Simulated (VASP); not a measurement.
# TiO2 (Cm) in VASP: single point with PBE+D3(BJ)

Aim: the single point of TiO2 with PBE+D3(BJ).

All numbers are computed with VASP 6.6.1; they aren't measurements. Logs are shortened: lines on timing, memory, paths and dates and some standing lists are left out, and cuts for length are marked.

### 1 The cell of the first run

The structure is monoclinic, space group Cm (No. 8). Conventional cell: a = 9.889 Å, b = 2.972 Å, c = 10.252 Å, α = 90.00°, β = 98.47°, γ = 90.00°. Ti (site symmetry m) has 1 O at 1.32 Å within 1.8 Å. Ti (site symmetry m) has 6 O at 1.97 Å within 2.6 Å. Ti (site symmetry m) has 6 O at 1.97 Å within 2.6 Å. Within 2.6 Å of Ti (site symmetry m) lie 6 O at 1.97 Å. Within 2.6 Å of O (site symmetry m) lie 3 Ti at 1.97 to 2.55 Å and 3 O at 2.59 Å. O (site symmetry m) has 3 Ti at 1.97 Å and 3 O at 2.59 Å within 2.6 Å. O (site symmetry m) has 3 Ti at 1.97 Å and 3 O at 2.59 Å within 2.6 Å. O (site symmetry m) has 3 Ti at 1.97 Å and 4 O at 2.51 to 2.59 Å within 2.6 Å.

### 2 Single point, PBE+D3(BJ) (the part above a cut slid along it)

The input, INCAR:

```
  ALGO = Normal
  EDIFF = 1E-6
  ENCUT = 600
  GGA = PE
  GGA_COMPAT = F
  ISIF = 2
  ISMEAR = 0
  ISYM = 0
  IVDW = 12
  LASPH = T
  LCHARG = F
  LREAL = F
  LWAVE = F
  NBANDS = 60
  NELM = 120
  PREC = Accurate
  SIGMA = 0.05
```

The input, KPOINTS:

```
k-points
0
Gamma
  9 6 3
```

The input, POSCAR:

```
TiO2
1.0
    1.4862023626     -2.5741780023      0.0000000000
    1.4862023626     -0.8580593341     -4.8692577686
    9.9080157506      4.0042768926     -1.6230859229
Ti O
4 8
Direct
   -0.3166833333     -0.3166833333      0.9500500000
    0.4333166667     -0.0666833333      0.2000500000
   -0.1500166667     -0.1500166667      0.4500500000
    0.2666500000     -0.2333500000      0.7000500000
    0.8672364970      0.1653735065      0.1001534995
    0.2839031637      0.0820401731      0.3501534995
    0.7005698304     -0.0012931602      0.6001534995
    0.1172364970     -0.0846264935      0.8501534995
    0.5827301696      0.7845931602      0.0499465005
   -0.0006031637      0.7012598269      0.2999465005
    0.4160635030      0.6179264935      0.5499465005
   -0.1672698304      0.5345931602      0.7999465005
```

Potentials or basis: VASP PAW PBE potentials, release 64 (Ti_sv, O).

Launch:

```sh
> cat potpaw_PBE.64/Ti_sv/POTCAR potpaw_PBE.64/O/POTCAR > POTCAR
> mpirun -np 1 vasp_std > vasp.out
```

OUTCAR:

```text
EDIFF = 1E-6
   ENCUT = 600
   GGA = PE
   ISIF = 2
   ISMEAR = 0
   ISYM = 0
   IVDW = 12
   LASPH = T
   LREAL = F
   NELM = 120
   PREC = Accurate
 IVDW          = 12

 ion  position               nearest neighbor table
   1  0.683  0.683  0.950-   9 1.32   8 1.97   8 1.97  12 1.97
   2  0.433  0.933  0.200-   5 1.97  10 1.97  10 1.97   5 1.97   6 1.97   9 1.97
   3  0.850  0.850  0.450-  11 1.97   6 1.97   6 1.97  11 1.97  10 1.97   7 1.97
   4  0.267  0.767  0.700-   7 1.97  12 1.97  12 1.97   7 1.97  11 1.97   8 1.97
   5  0.867  0.165  0.100-   2 1.97   2 1.97
   6  0.284  0.082  0.350-   3 1.97   3 1.97   2 1.97
   7  0.701  0.999  0.600-   4 1.97   4 1.97   3 1.97
   8  0.117  0.915  0.850-   1 1.97   1 1.97   4 1.97
   9  0.583  0.785  0.050-   1 1.32   2 1.97
  10  0.999  0.701  0.300-   2 1.97   2 1.97   3 1.97
  11  0.416  0.618  0.550-   3 1.97   3 1.97   4 1.97
  12  0.833  0.535  0.800-   4 1.97   4 1.97   1 1.97

IMPORTANT INFORMATION: All symmetrisations will be switched off!
NOSYMM: (Re-)initialisation of all symmetry stuff for point group C_1.

----------------------------------------------------------------------------------------

                                     Primitive cell

  volume of cell :     149.0285

  direct lattice vectors                    reciprocal lattice vectors
     1.486202363 -2.574178002  0.000000000     0.140178309 -0.307541540  0.096980329
     1.486202363 -0.858059334 -4.869257769    -0.028035662 -0.016186397 -0.211074835
     9.908015751  4.004276893 -1.623085923     0.084106985  0.048559191  0.017114176

  length of vectors
     2.972404725  5.162822339 10.809135833     0.351620450  0.213542931  0.098614781

  position of ions in fractional coordinates (direct lattice)
     0.683316667  0.683316667  0.950050000
     0.433316667  0.933316667  0.200050000
     0.849983333  0.849983333  0.450050000
     0.266650000  0.766650000  0.700050000
     0.867236497  0.165373507  0.100153500
     0.283903164  0.082040173  0.350153500
     0.700569830  0.998706840  0.600153500
     0.117236497  0.915373507  0.850153500
     0.582730170  0.784593160  0.049946500
     0.999396836  0.701259827  0.299946500
     0.416063503  0.617926494  0.549946500
     0.832730170  0.534593160  0.799946500

  ion indices of the primitive-cell ions
   primitive index   ion index
                 1           1
                 2           2
                 3           3
                 4           4
                 5           5
                 6           6
                 7           7
                 8           8
[... 110 lines left out ...]
   NUPDOWN=      -1.0000    fix difference up-down
   EMIN   =  10.00;   EMAX   =-10.00  energy-range for DOS
   EFERMI =   0.00;   METHOD = LEGACY
   ISMEAR =     0;   SIGMA  =   0.05  broadening in eV -4-tet -1-fermi 0-gaus
   EFERMI_NEDOS =   21; number of points for ismear=-14 and -15
   IALGO  =     38    algorithm
   IMIX   =      4    mixing-type and parameters
     AMIX     =   0.40;   BMIX     =  1.00
     AMIX_MAG =   1.60;   BMIX_MAG =  1.00
  volume/ion in A,a.u.               =      12.42        83.81
  Fermi-wavevector in a.u.,A,eV,Ry     =   1.413868  2.671823 27.198349  1.999022
  Thomas-Fermi vector in A             =   2.535469
   LORBIT       =      0    0 simple, 1 ext, 2 COOP (PROOUT), +10 PAW based schemes
   GGA     = PE    functional components
   LHFCALC =     F    Hartree Fock is set to
   AEXX    =    0.0000 exact exchange contribution
   IVDW    =    12    specifies the selected vdW correction
   LEPSILON=     F    determine dielectric tensor
   LRPA    =     F    only Hartree local field effects (RPA)
 non-spin polarized calculation
 Gauss-broadening in eV      SIGMA  =   0.05
  energy-cutoff  :      600.00
  volume of cell :      149.03
 maximum number of plane-waves:      5006
   NGX = 11   NGY = 21   NGZ = 43

 number of electron      95.9999994 magnetization

 Free energy of the ion-electron system (eV)
  ---------------------------------------------------
  ext. energy  EPLUGINS =         0.00000000
  ---------------------------------------------------
  free energy    TOTEN  =       -98.29454799 eV

  energy without entropy =      -98.29454799  energy(sigma->0) =      -98.29454799

 E-fermi :   3.0091     XC(G=0): -10.0753

 val. band max:        2.7032208399   @ k =   0.0000   0.0000   0.0000
 cond. band min:       5.0552073668   @ k =   0.4444   0.3333   0.3333
 fundamental gap:      2.3519865269
 Fermi energy:         3.0091220047

 k-point     1 :       0.0000    0.0000    0.0000
  band No.  band energies     occupation
      1     -54.0330      2.00000
      2     -53.9118      2.00000
      3     -53.6794      2.00000
      4     -53.6461      2.00000
      5     -32.0906      2.00000
      6     -30.4788      2.00000
[... 1501 lines left out ...]
     59       7.7631      0.00000
     60       7.8909      0.00000

 [... further k-points ...]

------------------------ aborting loop because EDIFF is reached ----------------------------------------

 Edisp (eV)   -2.41445

 E8    (eV) :    -0.9445

  FORCE on cell =-STRESS in cart. coord.  units (eV):
  Direction    XX          YY          ZZ          XY          YZ          ZX
  --------------------------------------------------------------------------------------
  -------------------------------------------------------------------------------------
  Total      35.63947    12.68823    11.23023    19.87647   -15.81458   -27.39133
  in kB     383.15331   136.40879   120.73406   213.68824  -170.01963  -294.47905
  external pressure =      213.43 kB  Pullay stress =        0.00 kB

 VOLUME and BASIS-vectors are now :
 -----------------------------------------------------------------------------
  energy-cutoff  :      600.00
  volume of cell :      149.03
      direct lattice vectors                 reciprocal lattice vectors
     1.486202363 -2.574178002  0.000000000     0.140178309 -0.307541540  0.096980329
     1.486202363 -0.858059334 -4.869257769    -0.028035662 -0.016186397 -0.211074835
     9.908015751  4.004276893 -1.623085923     0.084106985  0.048559191  0.017114176

 POSITION                                       TOTAL-FORCE (eV/Angst)
 -----------------------------------------------------------------------------------
     11.44420      1.45896     -4.86926       -29.728460    -17.163619     18.910995
      4.01319     -1.11522     -4.86926         0.814567      0.470415     -2.554825
      6.98560     -1.11522     -4.86926         0.579644      0.334778      0.049358
      8.47180      1.45896     -4.86926         0.040155      0.023304      0.963450
      2.52699     -1.97328     -0.96780         0.405683      0.234140     -0.971028
      4.01319      0.60090     -0.96780        -0.260466     -0.150456     -0.007575
      8.47180     -0.25716     -5.83706        -0.227387     -0.131357     -0.169777
      9.95800      2.31702     -5.83706         0.881747      0.509013      0.875936
      2.52699     -1.97328     -3.90145        30.316071     17.502898    -18.311440
      5.49939     -1.97328     -3.90145        -0.449972     -0.259825      0.337837
      6.98560      0.60090     -3.90145        -0.318812     -0.184098      0.008981
      9.95800      0.60090     -3.90145        -2.052770     -1.185194      0.868088
 -----------------------------------------------------------------------------------
    total drift:                                0.001002     -0.000160      0.000170

  FREE ENERGIE OF THE ION-ELECTRON SYSTEM (eV)
  ---------------------------------------------------
  free  energy   TOTEN  =      -100.7089962546 eV

  energy  without entropy=     -100.7089962546  energy(sigma->0) =     -100.70899625
```

stdout:

```text
POSCAR found type information on POSCAR TiO
 POSCAR found :  2 types and      12 ions
 scaLAPACK will be used
 LDA part: xc-table for (Slater+PW92), standard interpolation
 -----------------------------------------------------------------------------
|                                                                             |
|           W    W    AA    RRRRR   N    N  II  N    N   GGGG   !!!           |
|           W    W   A  A   R    R  NN   N  II  NN   N  G    G  !!!           |
|           W    W  A    A  R    R  N N  N  II  N N  N  G       !!!           |
|           W WW W  AAAAAA  RRRRR   N  N N  II  N  N N  G  GGG   !            |
|           WW  WW  A    A  R   R   N   NN  II  N   NN  G    G                |
|           W    W  A    A  R    R  N    N  II  N    N   GGGG   !!!           |
|                                                                             |
|     Your reciprocal lattice and k-lattice belong to different lattice       |
|     classes:                                                                |
|                                                                             |
|        The reciprocal lattice is base-centered monoclinic,                  |
|        whereas your k-lattice is triclinic.                                 |
|                                                                             |
|     Results are often still useful ...                                      |
|                                                                             |
 -----------------------------------------------------------------------------

 POSCAR, INCAR and KPOINTS ok, starting setup
 FFT: planning ... GRIDC
 FFT: planning ... GRID_SOFT
 FFT: planning ... GRID
 WAVECAR not read
 entering main loop
```

It took 11 min on 1 thread of Intel Xeon 6975P-C (Granite Rapids), shared host; peak memory 0.71 GiB.

What came out:

```
Free energy                : -100.7090 eV
Pressure                   : 21.3 GPa
Largest force              : 39.506 eV/Å
Band gap on the k mesh     : 2.35 eV (least direct gap 2.47 eV)
Dispersion energy per atom : -0.201 eV
```

Forces on the atoms (eV/Å):
```
Ti  -29.728 -17.164  18.911
Ti    0.815   0.470  -2.555
Ti    0.580   0.335   0.049
Ti    0.040   0.023   0.963
O     0.406   0.234  -0.971
O    -0.260  -0.150  -0.008
O    -0.227  -0.131  -0.170
O     0.882   0.509   0.876
O    30.316  17.503 -18.311
O    -0.450  -0.260   0.338
O    -0.319  -0.184   0.009
O    -2.053  -1.185   0.868
```

Stress tensor (GPa, compression positive):
```
 38.32  21.37 -29.45
 21.37  13.64 -17.00
-29.45 -17.00  12.07
```

Levels at points of the mesh, in eV from the valence-band top:
```
           k point  band 44  band 45  band 46  band 47  band 48  band 49  band 50  band 51  band 52  band 53
(0.00, 0.00, 0.00)    -0.89    -0.64    -0.62    -0.15     0.00     2.47     2.51     2.63     2.93     3.07
(0.00, 0.50, 0.00)    -1.01    -0.89    -0.52    -0.50    -0.23     2.41     2.50     2.63     2.86     2.93
```

Caveat: the cell differs from its parent crystal (the part above a cut slid along it); atoms lie so close that the PAW spheres overlap strongly, which falsifies energies and pressures; the stress differs along the axes, from 12 to 38 GPa; forces of over 1 eV/Å act on the atoms, so gaps and moduli don't describe the material at rest. A k mesh can miss the band edges.
